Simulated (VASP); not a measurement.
Runs of VASP 6.6.1 on Hg. The structure is that of space group Im-3m (No. 229), or close to it. The cells are those of the table. 

```tsv
task	spin	cell	k mesh	gap on the mesh (eV)	pressure (GPa)
relaxation of cell and atoms	off	relaxed from a = 3.106 Å, angles 109.5°, 1 atom	12 × 12 × 12	none	0.0
single point	non-collinear, zero start, SOC	a = 3.259 Å, angles 109.5°, 1 atom	12 × 12 × 12	-	(b)
single point	off	a = 3.215 Å, angles 109.5°, 1 atom	13 × 13 × 13	none	(a)
single point	off	a = 3.259 Å, angles 109.5°, 1 atom	12 × 12 × 12	none	0.2
single point	off	a = 3.259 Å, angles 109.5°, 1 atom	19 × 19 × 19	none	0.4
single point	off	a = 3.123 Å, angles 109.5°, 1 atom	13 × 13 × 13	none	5.1
single point	off	a = 3.344 Å, angles 109.5°, 1 atom	13 × 13 × 13	none	-0.9
single point	off	a = 3.170 Å, angles 109.5°, 1 atom	13 × 13 × 13	none	3.0
```

Alike in all rows: level r2SCAN; potentials or basis VASP PAW PBE potentials, release 64 (Hg); cutoff (eV) 550; smearing fermi-dirac 0.1 eV.

Q: Estimate the missing entries.

A: (a) 1.4; (b) -0.4.

Caveats: the PAW data sets were made with another functional, which shifts forces and pressure a little; spin-orbit coupling is left out, which moves the levels of the heavy elements (at least some runs); the cell stands under pressure (at least some runs).

A k mesh can miss the band edges, and rows without SOC leave out spin-orbit coupling on Hg.

A gap of «none» marks levels without a gap at the run's occupations.
